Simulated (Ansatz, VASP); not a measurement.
# One calculation of Mg5TlO4, two programs

```
CELL_PARAMETERS angstrom
2.79914 0.00000 0.00000
0.00000 2.79914 0.00000
0.00000 0.00000 15.75774
ATOMIC_POSITIONS crystal
Mg 0.50000 0.50000 0.16035
Mg 0.50000 0.50000 0.33005
Mg 0.50000 0.50000 0.50000
Mg 0.50000 0.50000 0.66995
Mg 0.50000 0.50000 0.83965
Tl 0.00000 0.00000 0.00000
O 0.00000 0.00000 0.23807
O 0.00000 0.00000 0.41272
O 0.00000 0.00000 0.58728
O 0.00000 0.00000 0.76193
```

Change from the starting cell: species swapped into the CeY4Zn5 type (P4/mmm, No. 123).

Alike in both runs: functional PBE; k mesh 6 × 6 × 1; occupations gaussian, width 0.1 eV; no spin polarisation.

Ansatz relaxed the structure, and its values are those at the end. VASP's run is a single point on that final structure, the one shown.

|  | VASP | Ansatz |
| --- | --- | --- |
| version | VASP 6.6.1 | Ansatz 0.2.0 |
| potentials or method | VASP PAW PBE potentials, release 64 (Mg, Tl_d, O), cutoff 520 eV | scalar-relativistic, plane waves, PAW |
| valence electrons in the cell | 47 | 87 |

|  | VASP | Ansatz | Ansatz less VASP |
| --- | --- | --- | --- |
| gap on the k mesh at the Fermi level (eV) | none | none | - |
| pressure (GPa) | -0.8 | -0.3 | +0.45 |
| rms of the force components (eV/Å) | 0.006 | 0.005 | -0.0008 |

A gap of «none» marks a metal or a gap that the smearing closes. The functional is the same, so the differences come from potentials, cutoffs and numerics. VASP's potentials hold 47 valence electrons a cell and Ansatz's 87, so a difference there can come from the potentials and not from the codes.

The k mesh is coarse, so the values compare programs but aren't converged. Neither program's run includes spin-orbit coupling.
